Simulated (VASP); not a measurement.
# TiO2 (Pbca) in VASP: electric field gradients with PBE

Aim: the electric field gradients of TiO2 with PBE.

Everything below comes from runs of VASP 6.6.1. Logs are shortened: lines on timing, memory, paths and dates and some standing lists are left out, and cuts for length are marked.

### 1 The cell of the first run

It takes space group Pbca (No. 61, orthorhombic). The conventional cell has a = 5.145 Å, b = 9.185 Å, c = 5.447 Å, α = 90.00°, β = 90.00°, γ = 90.00°. Ti (site symmetry 1) has 6 O at 1.92 to 1.99 Å within 2.6 Å. Within 2.6 Å of O (site symmetry 1) lie 3 Ti at 1.96 to 1.99 Å and 1 O at 2.52 Å. O (site symmetry 1) has 3 Ti at 1.92 to 1.95 Å and 2 O at 2.51 to 2.52 Å within 2.6 Å.

### 2 Electric field gradients, PBE

Contents of INCAR:

```
SYSTEM = TiO2
ALGO = Normal ; EDIFF = 1E-8
ENCUT = 520 ; GGA = PE
ISIF = 2 ; ISMEAR = -1
LASPH = .TRUE. ; LCHARG = .FALSE.
LEFG = .TRUE. ; LREAL = Auto
LWAVE = .FALSE. ; NBANDS = 114
NELM = 60 ; PREC = Accurate
SIGMA = 0.02
```

Contents of KPOINTS:

```
k-points
0
G
  5 3 5
  0 0 0
```

Contents of POSCAR:

```
TiO2
1.0
    5.1450000000      0.0000000000      0.0000000000
    0.0000000000      9.1850000000      0.0000000000
    0.0000000000      0.0000000000      5.4470000000
Ti O
8 16
Direct
    0.1270000000      0.1270000000      0.8870000000
    0.6270000000      0.3730000000      0.1130000000
    0.8730000000      0.6270000000      0.6130000000
    0.3730000000      0.8730000000      0.3870000000
    0.8730000000      0.8730000000      0.1130000000
    0.3730000000      0.6270000000      0.8870000000
    0.1270000000      0.3730000000      0.3870000000
    0.6270000000      0.1270000000      0.6130000000
    0.4650000000      0.2300000000      0.8950000000
    0.9650000000      0.2700000000      0.1050000000
    0.5350000000      0.7300000000      0.6050000000
    0.0350000000      0.7700000000      0.3950000000
    0.5350000000      0.7700000000      0.1050000000
    0.0350000000      0.7300000000      0.8950000000
    0.4650000000      0.2700000000      0.3950000000
    0.9650000000      0.2300000000      0.6050000000
    0.8200000000      0.0100000000      0.8450000000
    0.3200000000      0.4900000000      0.1550000000
    0.1800000000      0.5100000000      0.6550000000
    0.6800000000      0.9900000000      0.3450000000
    0.1800000000      0.9900000000      0.1550000000
    0.6800000000      0.5100000000      0.8450000000
    0.8200000000      0.4900000000      0.3450000000
    0.3200000000      0.0100000000      0.6550000000
```

Potentials or basis: VASP PAW PBE potentials, release 64 (Ti_sv, O).

Launch:

```console
$ cat potpaw_PBE.64/Ti_sv/POTCAR potpaw_PBE.64/O/POTCAR > POTCAR
$ mpirun -np 1 vasp_std > vasp.out
```

OUTCAR:

```text
SYSTEM = TiO2
   EDIFF = 1E-8
   ENCUT = 520
   GGA = PE
   ISIF = 2
   ISMEAR = -1
   LASPH = .TRUE.
   LREAL = Auto
   NELM = 60
   PREC = Accurate

 ion  position               nearest neighbor table
   1  0.127  0.127  0.887-  17 1.92  24 1.93  21 1.95  10 1.96   9 1.98  16 1.99
   2  0.627  0.373  0.113-  18 1.92  23 1.93  22 1.95   9 1.96  10 1.98  15 1.99
   3  0.873  0.627  0.613-  19 1.92  22 1.93  23 1.95  12 1.96  11 1.98  14 1.99
   4  0.373  0.873  0.387-  20 1.92  21 1.93  24 1.95  11 1.96  12 1.98  13 1.99
   5  0.873  0.873  0.113-  21 1.92  20 1.93  17 1.95  14 1.96  13 1.98  12 1.99
   6  0.373  0.627  0.887-  22 1.92  19 1.93  18 1.95  13 1.96  14 1.98  11 1.99
   7  0.127  0.373  0.387-  23 1.92  18 1.93  19 1.95  16 1.96  15 1.98  10 1.99
   8  0.627  0.127  0.613-  24 1.92  17 1.93  20 1.95  15 1.96  16 1.98   9 1.99
   9  0.465  0.230  0.895-   2 1.96   1 1.98   8 1.99
  10  0.965  0.270  0.105-   1 1.96   2 1.98   7 1.99
  11  0.535  0.730  0.605-   4 1.96   3 1.98   6 1.99
  12  0.035  0.770  0.395-   3 1.96   4 1.98   5 1.99
  13  0.535  0.770  0.105-   6 1.96   5 1.98   4 1.99
  14  0.035  0.730  0.895-   5 1.96   6 1.98   3 1.99
[... 8 lines left out ...]
  23  0.820  0.490  0.345-   7 1.92   2 1.93   3 1.95
  24  0.320  0.010  0.655-   8 1.92   1 1.93   4 1.95

  LATTYP: Found a simple orthorhombic cell.
 ALAT       =     5.1450000000
 B/A-ratio  =     1.0586977648
 C/A-ratio  =     1.7852283771

  Lattice vectors:

 A1 = (  -5.1450000000,   0.0000000000,   0.0000000000)
 A2 = (   0.0000000000,   0.0000000000,   5.4470000000)
 A3 = (   0.0000000000,   9.1850000000,   0.0000000000)

Analysis of symmetry for initial positions (statically):
=====================================================================
 Subroutine PRICEL returns:
 Original cell was already a primitive cell.

 Routine SETGRP: Setting up the symmetry group for a
 simple orthorhombic supercell.

 Subroutine GETGRP returns: Found  8 space group operations
 (whereof  2 operations were pure point group operations)
 out of a pool of  8 trial point group operations.

The static configuration has the point symmetry S_2 .
 The point group associated with its full space group is D_2h.

Analysis of symmetry for dynamics (positions and initial velocities):
=====================================================================
[... 2205 lines left out ...]
  Direction    XX          YY          ZZ          XY          YZ          ZX
  --------------------------------------------------------------------------------------
  -------------------------------------------------------------------------------------
  Total       13.0021677      8.5565699      7.7107517      0.0000000      0.0000000     -0.0000000
  in kB       80.9290480     53.2584312     47.9938276      0.0000000      0.0000000     -0.0000000
  external PRESSURE =      60.7271023 kB  Pullay stress =       0.0000000 kB

 VOLUME and BASIS-vectors are now :
 -----------------------------------------------------------------------------
  energy-cutoff  :      520.00
  volume of cell :      257.41
      direct lattice vectors                 reciprocal lattice vectors
     5.145000000  0.000000000  0.000000000     0.194363460  0.000000000  0.000000000
     0.000000000  9.185000000  0.000000000     0.000000000  0.108873163  0.000000000
     0.000000000  0.000000000  5.447000000     0.000000000  0.000000000  0.183587296

 POSITION                                       TOTAL-FORCE (eV/Angst)
 -----------------------------------------------------------------------------------
      0.65342      1.16650      4.83149         0.367175      0.723472      0.304323
      3.22592      3.42600      0.61551         0.367175     -0.723472     -0.304323
      4.49158      5.75900      3.33901        -0.367175      0.723472     -0.304323
      1.91908      8.01850      2.10799        -0.367175     -0.723472      0.304323
      4.49158      8.01850      0.61551        -0.367175     -0.723472     -0.304323
      1.91908      5.75900      4.83149        -0.367175      0.723472      0.304323
[... 16 lines left out ...]
      4.21890      4.50065      1.87921        -0.095882      0.387027      0.285980
      1.64640      0.09185      3.56779        -0.095882     -0.387027     -0.285980
 -----------------------------------------------------------------------------------
    total drift:                               -0.000000      0.000000     -0.000000

  FREE ENERGIE OF THE ION-ELECTRON SYSTEM (eV)
  ---------------------------------------------------
  free  energy   TOTEN  =      -214.6617476801 eV

  energy  without entropy=     -214.6617476801  energy(sigma->0) =     -214.66174768

 Electric field gradients (V/A^2)
---------------------------------------------------------------------
 ion       V_xx      V_yy      V_zz      V_xy      V_xz      V_yz
---------------------------------------------------------------------
   1      -4.842    -0.693     5.535    -4.792     5.556    -7.247
   2      -4.842    -0.693     5.535     4.792    -5.556    -7.247
   3      -4.842    -0.693     5.535     4.792     5.556     7.247
   4      -4.842    -0.693     5.535    -4.792    -5.556     7.247
   5      -4.842    -0.693     5.535    -4.792     5.556    -7.247
   6      -4.842    -0.693     5.535     4.792    -5.556    -7.247
[... 16 lines left out ...]
  23      -2.331     0.807     1.524     4.837    10.785    12.498
  24      -2.331     0.807     1.524    -4.837   -10.785    12.498
---------------------------------------------------------------------

 Electric field gradients after diagonalization (V/A^2)
 (convention: |V_zz| > |V_xx| > |V_yy|)
----------------------------------------------------------------------
 ion       V_xx      V_yy      V_zz     asymmetry (V_yy - V_xx)/ V_zz
----------------------------------------------------------------------
   1      -8.066    -5.177    13.243       0.218
   2      -8.066    -5.177    13.243       0.218
   3      -8.066    -5.177    13.243       0.218
   4      -8.066    -5.177    13.243       0.218
   5      -8.066    -5.177    13.243       0.218
   6      -8.066    -5.177    13.243       0.218
[... 16 lines left out ...]
  23     -13.717    -5.751    19.468       0.409
  24     -13.717    -5.751    19.468       0.409
----------------------------------------------------------------------

           NMR quadrupolar parameters

 Cq : quadrupolar parameter    Cq=e*Q*V_zz/h
 eta: asymmetry parameters     (V_yy - V_xx)/ V_zz
 Q  : nuclear electric quadrupole moment in mb (millibarn)
----------------------------------------------------------------------
 ion       Cq(MHz)       eta       Q (mb)
----------------------------------------------------------------------
   1       0.032       0.218       1.000
   2       0.032       0.218       1.000
   3       0.032       0.218       1.000
   4       0.032       0.218       1.000
   5       0.032       0.218       1.000
   6       0.032       0.218       1.000
[... 16 lines left out ...]
  23       0.047       0.409       1.000
  24       0.047       0.409       1.000
----------------------------------------------------------------------
```

OSZICAR:

```text
N       E                     dE             d eps       ncg     rms          rms(c)
DAV:   1     0.326931556886E+04    0.32693E+04   -0.93959E+04  4104   0.201E+03
DAV:   2     0.480088747258E+03   -0.27892E+04   -0.26728E+04  4104   0.640E+02
DAV:   3    -0.217113421328E+03   -0.69720E+03   -0.67207E+03  5008   0.271E+02
[... 12 lines left out ...]
DAV:  16    -0.214661748971E+03   -0.50749E-05   -0.56050E-05  5688   0.244E-02    0.159E-02
DAV:  17    -0.214661747395E+03    0.15759E-05   -0.11793E-05  5912   0.174E-02    0.486E-03
DAV:  18    -0.214661747433E+03   -0.37937E-07   -0.28509E-06  6320   0.579E-03    0.254E-03
DAV:  19    -0.214661747684E+03   -0.25103E-06   -0.78202E-07  5944   0.408E-03    0.835E-04
DAV:  20    -0.214661747680E+03    0.42164E-08   -0.94166E-08  4672   0.151E-03
   1 F= -.21466175E+03 E0= -.21466175E+03  d E =-.786846E-14
```

stdout:

```text
POSCAR found type information on POSCAR TiO
 POSCAR found :  2 types and      24 ions
 scaLAPACK will be used
 LDA part: xc-table for (Slater+PW92), standard interpolation
 POSCAR, INCAR and KPOINTS ok, starting setup
 FFT: planning ... GRIDC
 FFT: planning ... GRID_SOFT
 FFT: planning ... GRID
 WAVECAR not read
 entering main loop
ion   1
     0.0000422     0.5399325    -0.1267533    -0.5121984    -0.6699285     0.0495910
     0.0000581     0.5399325    -0.1267533    -0.5121984    -0.6699285     0.0495910
     0.0000800     0.5399325    -0.1267533    -0.5121984    -0.6699285     0.0495910
     0.0001102     0.5399325    -0.1267532    -0.5121984    -0.6699285     0.0495910

     0.0000422     4.8320487     6.6461681    -4.7654224    -5.6242091     2.3722315
     0.0000581     4.8320337     6.6461366    -4.7654071    -5.6241828     2.3722183
     0.0000800     4.8320094     6.6460850    -4.7653823    -5.6241395     2.3721967
     0.0001102     4.8319701     6.6460012    -4.7653420    -5.6240688     2.3721616
[... 106 lines left out ...]
     0.0000293     5.4948911    13.9172502    -3.3508564    -5.2984117    -1.2950387
     0.0000403     5.4948900    13.9172476    -3.3508559    -5.2984109    -1.2950384
     0.0000555     5.4948880    13.9172430    -3.3508550    -5.2984095    -1.2950379
     0.0000765     5.4948847    13.9172353    -3.3508534    -5.2984071    -1.2950370

ion  12
     0.0000293    -0.9560669     3.3742420    -1.2469306     2.007
```

It took 17 min on 1 thread of Intel Xeon Platinum 8375C at 2.90GHz (Ice Lake), shared host; peak memory 0.53 GiB.

What came out:

```
Free energy                             : -214.6617 eV
Pressure                                : 6.1 GPa
Largest force                           : 0.867 eV/Å
Band gap on the k mesh                  : 2.13 eV
Largest electric field gradient by atom : Ti +13.2; O +22.8, +19.5 (each value once) V/Å²
```

Forces in eV/Å, atoms in the order of the input:
```
Ti   0.367  0.723  0.304
Ti   0.367 -0.723 -0.304
Ti  -0.367  0.723 -0.304
Ti  -0.367 -0.723  0.304
Ti  -0.367 -0.723 -0.304
Ti  -0.367  0.723  0.304
Ti   0.367 -0.723  0.304
Ti   0.367  0.723 -0.304
O   -0.116 -0.090 -0.095
O   -0.116  0.090  0.095
O    0.116 -0.090  0.095
O    0.116  0.090 -0.095
O    0.116  0.090  0.095
O    0.116 -0.090 -0.095
O   -0.116  0.090 -0.095
O   -0.116 -0.090  0.095
O   -0.096 -0.387  0.286
O   -0.096  0.387 -0.286
O    0.096 -0.387 -0.286
O    0.096  0.387  0.286
O    0.096  0.387 -0.286
O    0.096 -0.387  0.286
O   -0.096  0.387  0.286
O   -0.096 -0.387 -0.286
```

Levels at points of the mesh, in eV from the valence-band top:
```csv
k point,band 94,band 95,band 96,band 97,band 98,band 99
"(0.00, 0.00, 0.00)",-0.32,-0.25,0.00,2.13,2.80,2.85
```

Electric field gradients, principal values (V/Å²):
```tsv
atom	least	middle	greatest (by size)
1 Ti	-5.177	-8.066	13.243
2 Ti	-5.177	-8.066	13.243
3 Ti	-5.177	-8.066	13.243
4 Ti	-5.177	-8.066	13.243
5 Ti	-5.177	-8.066	13.243
6 Ti	-5.177	-8.066	13.243
7 Ti	-5.177	-8.066	13.243
8 Ti	-5.177	-8.066	13.243
9 O	-3.595	-19.203	22.797
10 O	-3.595	-19.203	22.797
11 O	-3.595	-19.203	22.797
12 O	-3.595	-19.203	22.797
13 O	-3.595	-19.203	22.797
14 O	-3.595	-19.203	22.797
15 O	-3.595	-19.203	22.797
16 O	-3.595	-19.203	22.797
17 O	-5.751	-13.717	19.468
18 O	-5.751	-13.717	19.468
19 O	-5.751	-13.717	19.468
20 O	-5.751	-13.717	19.468
21 O	-5.751	-13.717	19.468
22 O	-5.751	-13.717	19.468
23 O	-5.751	-13.717	19.468
24 O	-5.751	-13.717	19.468
```

Caveat: the cell stands under pressure; without QUAD_EFG the Cq values of the log hold for a quadrupole moment of 1 mb, not for the nuclei.
